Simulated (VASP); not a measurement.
# EuI3 (Fm-3m) in VASP: single point with LDA

Aim: the single point of EuI3 with LDA.

Program: VASP 6.6.1. These are calculated values, not measurements. Logs are shortened: lines on timing, memory, paths and dates and some standing lists are left out, and cuts for length are marked.

**1. The cell of the first run**

The structure is cubic, space group Fm-3m (No. 225). The conventional cell has a = 8.336 Å, b = 8.336 Å, c = 8.336 Å, α = 90.00°, β = 90.00°, γ = 90.00°. Eu (site symmetry m-3m) has 14 I at 3.61 to 4.17 Å within 4.7 Å. Within 4.7 Å of I (site symmetry m-3m) lie 8 I at 3.61 Å and 6 Eu at 4.17 Å. I (site symmetry -43m) has 4 Eu at 3.61 Å and 10 I at 3.61 to 4.17 Å within 4.7 Å.

**2. Single point, LDA, collinear spin, ferromagnetic start**

The input, INCAR:

```
SYSTEM = EuI3
ALGO = Normal
EDIFF = 1E-6
ENCUT = 520
GGA = CA
ISIF = 2
ISMEAR = 0
ISPIN = 2
LASPH = .True.
LCHARG = .False.
LMAXMIX = 6
LORBIT = 11
LREAL = .False.
LWAVE = .False.
MAGMOM = 7.46 0 0 0
NBANDS = 31
NELM = 150
PREC = Accurate
SIGMA = 0.05
```

The input, KPOINTS:

```
k-points
0
Gamma
  8 8 8
  0 0 0
```

The input, POSCAR:

```
EuI3
1.0
    0.0000000000      4.1678018751      4.1678018751
    4.1678018751      0.0000000000      4.1678018751
    4.1678018751      4.1678018751      0.0000000000
Eu I
1 3
Direct
    0.0000000000      0.0000000000      0.0000000000
    0.5000000000      0.5000000000      0.5000000000
    0.2500000000      0.2500000000      0.2500000000
    0.7500000000      0.7500000000      0.7500000000
```

Potentials or basis: VASP PAW PBE potentials, release 64 (Eu, I).

Run with:

```
cat potpaw_PBE.64/Eu/POTCAR potpaw_PBE.64/I/POTCAR > POTCAR
mpirun -np 1 vasp_std > vasp.out
```

OUTCAR:

```text
SYSTEM = EuI3
   EDIFF = 1E-6
   ENCUT = 520
   GGA = CA
   ISIF = 2
   ISMEAR = 0
   ISPIN = 2
   LASPH = .True.
   LORBIT = 11
   LREAL = .False.
   NELM = 150
   PREC = Accurate

 ion  position               nearest neighbor table
   1  0.000  0.000  0.000-
   2  0.500  0.500  0.500-
   3  0.250  0.250  0.250-
   4  0.750  0.750  0.750-

  LATTYP: Found a face centered cubic cell.
 ALAT       =     8.3356037502

  Lattice vectors:

 A1 = (   0.0000000000,   4.1678018751,   4.1678018751)
 A2 = (   4.1678018751,   0.0000000000,   4.1678018751)
 A3 = (   4.1678018751,   4.1678018751,   0.0000000000)

Analysis of symmetry for initial positions (statically):
=====================================================================
 Subroutine PRICEL returns:
 Original cell was already a primitive cell.

 Routine SETGRP: Setting up the symmetry group for a
 face centered cubic supercell.

 Subroutine GETGRP returns: Found 48 space group operations
 (whereof 48 operations were pure point group operations)
 out of a pool of 48 trial point group operations.

The static configuration has the point symmetry O_h .

Analysis of symmetry for dynamics (positions and initial velocities):
=====================================================================
 Subroutine PRICEL returns:
 Original cell was already a primitive cell.

 Routine SETGRP: Setting up the symmetry group for a
 face centered cubic supercell.

 Subroutine GETGRP returns: Found 48 space group operations
 (whereof 48 operations were pure point group operations)
 out of a pool of 48 trial point group operations.

The dynamic configuration has the point symmetry O_h .

Analysis of structural, dynamic, and magnetic symmetry:
=====================================================================
 Subroutine PRICEL returns:
 Original cell was already a primitive cell.

 Routine SETGRP: Setting up the symmetry group for a
 face centered cubic supercell.

 Subroutine GETGRP returns: Found 48 space group operations
 (whereof 48 operations were pure point group operations)
 out of a pool of 48 trial point group operations.

The overall configuration has the point symmetry O_h .

 Subroutine INISYM returns: Found 48 space group operations
 (whereof 48 operations are pure point group operations),
 and found     1 'primitive' translations

----------------------------------------------------------------------------------------

                                     Primitive cell

  volume of cell :     144.7942

  direct lattice vectors                    reciprocal lattice vectors
     0.000000000  4.167801875  4.167801875    -0.119967315  0.119967315  0.119967315
     4.167801875  0.000000000  4.167801875     0.119967315 -0.119967315  0.119967315
     4.167801875  4.167801875  0.000000000     0.119967315  0.119967315 -0.119967315

  length of vectors
     5.894161937  5.894161937  5.894161937     0.207789485  0.207789485  0.207789485

  position of ions in fractional coordinates (direct lattice)
     0.000000000  0.000000000  0.000000000
     0.500000000  0.500000000  0.500000000
     0.250000000  0.250000000  0.250000000
     0.750000000  0.750000000  0.750000000

  ion indices of the primitive-cell ions
   primitive index   ion index
                 1           1
                 2           2
                 3           3
                 4           4

----------------------------------------------------------------------------------------

 KPOINTS: k-points

Automatic generation of k-mesh.
 Grid dimensions read from file:
 generate k-points for:    8    8    8

 Generating k-lattice:

  Cartesian coordinates                     Fractional coordinates (reciprocal lattice)
    -0.014995914  0.014995914  0.014995914     0.125000000  0.000000000  0.000000000
     0.014995914 -0.014995914  0.014995914     0.000000000  0.125000000  0.000000000
     0.014995914  0.014995914 -0.014995914     0.000000000  0.000000000  0.125000000

  Length of vectors
     0.025973686  0.025973686  0.025973686

  Shift w.r.t. Gamma in fractional coordinates (k-lattice)
     0.000000000  0.000000000  0.000000000

 Subroutine IBZKPT returns following result:
 ===========================================

 Found     29 irreducible k-points:

 Following reciprocal coordinates:
            Coordinates               Weight
  0.000000  0.000000  0.000000      1.000000
  0.125000  0.000000  0.000000      8.000000
  0.250000  0.000000  0.000000      8.000000
  0.375000  0.000000  0.000000      8.000000
  0.500000  0.000000  0.000000      4.000000
  0.125000  0.125000  0.000000      6.000000
[... 16 lines left out ...]
  0.500000  0.250000  0.125000     48.000000
 -0.375000  0.250000  0.125000     24.000000
 [... further k-points ...]
   k-points           NKPTS =     29   k-points in BZ     NKDIM =     29   number of bands    NBANDS=     31
   number of dos      NEDOS =    301   number of ions     NIONS =      4
   total plane-waves  NPLWV = 110592
   dimension x,y,z NGX =    48 NGY =   48 NGZ =   48
   dimension x,y,z NGXF=    96 NGYF=   96 NGZF=   96
   ions per type =               1   3
   NGX,Y,Z   is equivalent  to a cutoff of  13.54, 13.54, 13.54 a.u.
   NGXF,Y,Z  is equivalent  to a cutoff of  27.08, 27.08, 27.08 a.u.
 SYSTEM =  EuI3
   PREC   = accura    normal or accurate (medium, high low for compatibility)
   ISTART =      0    job   : 0-new  1-cont  2-samecut
   ICHARG =      2    charge: 1-file 2-atom 10-const
   ISPIN  =      2    spin polarized calculation?
   LNONCOLLINEAR =      F non collinear calculations
   LSORBIT =      F    spin-orbit coupling
   LASPH  =      T    aspherical Exc in radial PAW
   ENCUT  =  520.0 eV  38.22 Ry    6.18 a.u.  10.96 10.96 10.96*2*pi/ulx,y,z
   NELM   =    150;   NELMIN=  2; NELMDL= -5     # of ELM steps
   EDIFF  = 0.1E-05   stopping-criterion for ELM
   LREAL  =      F    real-space projection
   EDIFFG = 0.1E-04   stopping-criterion for IOM
   NSW    =      0    number of steps for IOM
   IBRION =     -1    ionic relax: 0-MD 1-quasi-New 2-CG
   NFREE  =      0    steps in history (QN), initial steepest desc. (CG)
   ISIF   =      2    stress and relaxation
   ISYM   =      2    0-nonsym 1-usesym 2-fastsym
   POTIM  = 0.5000    time-step for ionic-motion
   TEBEG  =    0.0;   TEEND  =   0.0 temperature during run
   PSTRESS=    0.0 pullay stress
   NELECT =      38.0000    total number of electrons
   NUPDOWN=      -1.0000    fix difference up-down
   EMIN   =  10.00;   EMAX   =-10.00  energy-range for DOS
   EFERMI =   0.00;   METHOD = LEGACY
   ISMEAR =     0;   SIGMA  =   0.05  broadening in eV -4-tet -1-fermi 0-gaus
   EFERMI_NEDOS =   21; number of points for ismear=-14 and -15
   IALGO  =     38    algorithm
   IMIX   =      4    mixing-type and parameters
     AMIX     =   0.40;   BMIX     =  1.00
     AMIX_MAG =   1.60;   BMIX_MAG =  1.00
  volume/ion in A,a.u.               =      36.20       244.28
  Fermi-wavevector in a.u.,A,eV,Ry     =   1.048139  1.980696 14.947303  1.098596
  Thomas-Fermi vector in A             =   2.183048
   LORBIT       =     11    0 simple, 1 ext, 2 COOP (PROOUT), +10 PAW based schemes
   GGA     = CA    functional components
   LHFCALC =     F    Hartree Fock is set to
   AEXX    =    0.0000 exact exchange contribution
   IVDW    =     0    specifies the selected vdW correction
   LEPSILON=     F    determine dielectric tensor
   LRPA    =     F    only Hartree local field effects (RPA)
 spin polarized calculation
 Gauss-broadening in eV      SIGMA  =   0.05
  energy-cutoff  :      520.00
  volume of cell :      144.79
 maximum number of plane-waves:      3928
 NGX is ok and might be reduce to    48
   NGX = 21   NGY = 21   NGZ = 21

 number of electron      37.9999998 magnetization       6.1691034

 Free energy of the ion-electron system (eV)
  ---------------------------------------------------
  ext. energy  EPLUGINS =         0.00000000
  ---------------------------------------------------
  free energy    TOTEN  =       -21.10366453 eV

  energy without entropy =      -21.09351418  energy(sigma->0) =      -21.09858935

 E-fermi :   3.4577     XC(G=0):  -9.2977

 val. band max:        3.4540354243   @ k =   0.5000   0.2500   0.0000
 cond. band min:       3.4580573173   @ k =   0.3750   0.2500   0.1250
 fundamental gap:      0.0040218929
 Fermi energy:         3.4576934938

 spin component 1

 k-point     1 :       0.0000    0.0000    0.0000
  band No.  band energies     occupation
      1     -37.7262      1.00000
      2     -16.5430      1.00000
      3     -16.5430      1.00000
      4     -16.5430      1.00000
      5      -9.2567      1.00000
      6      -8.0452      1.00000
[... 23 lines left out ...]
     30      10.2668      0.00000
     31      10.2668      0.00000

 k-point     2 :       0.1250    0.0000    0.0000
  band No.  band energies     occupation
      1     -37.7262      1.00000
      2     -16.5444      1.00000
      3     -16.5431      1.00000
      4     -16.5431      1.00000
      5      -9.2017      1.00000
      6      -8.0737      1.00000
[... 23 lines left out ...]
     30       9.8938      0.00000
     31       9.9961      0.00000

 k-point     3 :       0.2500    0.0000    0.0000
  band No.  band energies     occupation
      1     -37.7262      1.00000
      2     -16.5479      1.00000
      3     -16.5435      1.00000
      4     -16.5435      1.00000
      5      -9.0472      1.00000
      6      -8.1562      1.00000
[... 703 lines left out ...]
     30       9.1129      0.00000
     31      10.1310      0.00000

 k-point    24 :      -0.3750    0.2500    0.1250
  band No.  band energies     occupation
      1     -37.7261      1.00000
      2     -16.5512      1.00000
      3     -16.5466      1.00000
      4     -16.5445      1.00000
      5      -8.5570      1.00000
      6      -8.4066      1.00000
[... 23 lines left out ...]
     30       9.4045      0.00000
     31       9.9060      0.00000

 [... further k-points ...]

 spin component 2

 k-point     1 :       0.0000    0.0000    0.0000
  band No.  band energies     occupation
      1     -34.9425      1.00000
      2     -14.4767      1.00000
      3     -14.4767      1.00000
      4     -14.4767      1.00000
      5      -9.3631      1.00000
      6      -8.1326      1.00000
[... 23 lines left out ...]
     30      10.4553      0.00000
     31      10.4553      0.00000

 k-point     2 :       0.1250    0.0000    0.0000
  band No.  band energies     occupation
      1     -34.9425      1.00000
      2     -14.4796      1.00000
      3     -14.4769      1.00000
      4     -14.4769      1.00000
      5      -9.3065      1.00000
      6      -8.1606      1.00000
[... 23 lines left out ...]
     30      10.1275      0.00000
     31      10.2304      0.00000

 k-point     3 :       0.2500    0.0000    0.0000
  band No.  band energies     occupation
      1     -34.9425      1.00000
      2     -14.4866      1.00000
      3     -14.4775      1.00000
      4     -14.4775      1.00000
      5      -9.1488      1.00000
      6      -8.2415      1.00000
[... 703 lines left out ...]
     30       9.2831      0.00000
     31      10.4048      0.00000

 k-point    24 :      -0.3750    0.2500    0.1250
  band No.  band energies     occupation
      1     -34.9424      1.00000
      2     -14.4931      1.00000
      3     -14.4837      1.00000
      4     -14.4793      1.00000
      5      -8.6570      1.00000
      6      -8.4846      1.00000
[... 23 lines left out ...]
     30       9.5908      0.00000
     31      10.1140      0.00000

 [... further k-points ...]

------------------------ aborting loop because EDIFF is reached ----------------------------------------

  FORCE on cell =-STRESS in cart. coord.  units (eV):
  Direction    XX          YY          ZZ          XY          YZ          ZX
  --------------------------------------------------------------------------------------
  -------------------------------------------------------------------------------------
  Total       -3.1672474     -3.1672474     -3.1672474      0.0000000     -0.0000000      0.0000000
  in kB      -35.0462356    -35.0462356    -35.0462356      0.0000000     -0.0000000      0.0000000
  external PRESSURE =     -35.0462356 kB  Pullay stress =       0.0000000 kB

 VOLUME and BASIS-vectors are now :
 -----------------------------------------------------------------------------
  energy-cutoff  :      520.00
  volume of cell :      144.79
      direct lattice vectors                 reciprocal lattice vectors
     0.000000000  4.167801875  4.167801875    -0.119967315  0.119967315  0.119967315
     4.167801875  0.000000000  4.167801875     0.119967315 -0.119967315  0.119967315
     4.167801875  4.167801875  0.000000000     0.119967315  0.119967315 -0.119967315

 POSITION                                       TOTAL-FORCE (eV/Angst)
 -----------------------------------------------------------------------------------
      0.00000      0.00000      0.00000        -0.000000     -0.000000      0.000000
      4.16780      4.16780      4.16780        -0.000000     -0.000000      0.000000
      2.08390      2.08390      2.08390         0.000000      0.000000      0.000000
      6.25170      6.25170      6.25170        -0.000000     -0.000000     -0.000000
 -----------------------------------------------------------------------------------
    total drift:                               -0.000000     -0.000000     -0.000000

  FREE ENERGIE OF THE ION-ELECTRON SYSTEM (eV)
  ---------------------------------------------------
  free  energy   TOTEN  =       -21.1036645280 eV

  energy  without entropy=      -21.0935141803  energy(sigma->0) =      -21.09858935

 total charge

# of ion       s       p       d       f       tot
--------------------------------------------------
    1        2.012   5.671   0.192   6.633  14.508
    2        1.532   2.692   0.018   0.000   4.242
    3        1.520   2.720   0.019   0.000   4.259
    4        1.520   2.720   0.019   0.000   4.259
--------------------------------------------------
tot          6.584  13.803   0.249   6.633  27.268

 magnetization (x)

# of ion       s       p       d       f       tot
--------------------------------------------------
    1       -0.009  -0.093   0.035   6.611   6.544
    2       -0.004  -0.220  -0.000   0.000  -0.225
    3       -0.002  -0.105  -0.000   0.000  -0.107
    4       -0.002  -0.105  -0.000   0.000  -0.107
--------------------------------------------------
tot         -0.018  -0.522   0.034   6.611   6.106
```

Wall time 9.2 min (1 thread of Intel Xeon Platinum 8259CL at 2.50GHz (Skylake/Cascade Lake), shared host); peak memory 0.41 GiB.

What came out:

| Property | Result |
| --- | --- |
| Free energy | -21.1037 eV |
| Pressure | -3.5 GPa |
| Net moment | 6.17 μB per cell |
| Site moments | Eu +6.54; I -0.23, -0.11 (each value once) μB |
| Valence electrons inside the program's atomic spheres | Eu 14.51; I 4.24, 4.26 (each value once) |

Levels at points of the mesh, in eV from the Fermi level:
Spin up:
| k point | band 20 | band 21 | band 22 | band 23 | band 24 | band 25 |
| --- | --- | --- | --- | --- | --- | --- |
| (0.00, 0.00, 0.00) | -0.23 | -0.14 | -0.14 | -0.14 | 2.10 | 2.10 |
| (0.50, 0.00, 0.00) | -0.22 | -0.22 | -0.19 | -0.02 | 3.23 | 3.54 |
| (0.50, 0.50, 0.00) | -0.22 | -0.05 | 0.30 | 0.30 | 2.22 | 2.82 |
Spin down:
| k point | band 12 | band 13 | band 14 | band 15 | band 16 | band 17 | band 18 | band 19 | band 20 | band 21 |
| --- | --- | --- | --- | --- | --- | --- | --- | --- | --- | --- |
| (0.00, 0.00, 0.00) | -2.48 | -2.48 | -0.41 | -0.41 | -0.41 | 2.50 | 2.50 | 2.79 | 4.05 | 4.12 |
| (0.50, 0.00, 0.00) | -2.10 | -1.76 | -0.39 | -0.39 | -0.15 | 3.81 | 4.02 | 4.06 | 4.06 | 4.10 |
| (0.50, 0.50, 0.00) | -1.25 | -1.25 | -0.81 | 0.05 | 0.05 | 2.60 | 3.41 | 3.49 | 3.96 | 4.08 |

Caveat: the cell stands under tension; the PAW data sets were made with another functional, which shifts forces and pressure a little; spin-orbit coupling is left out, which moves the levels of the heavy elements; semilocal functionals describe open f shells poorly, which spoils levels, moments and volumes.
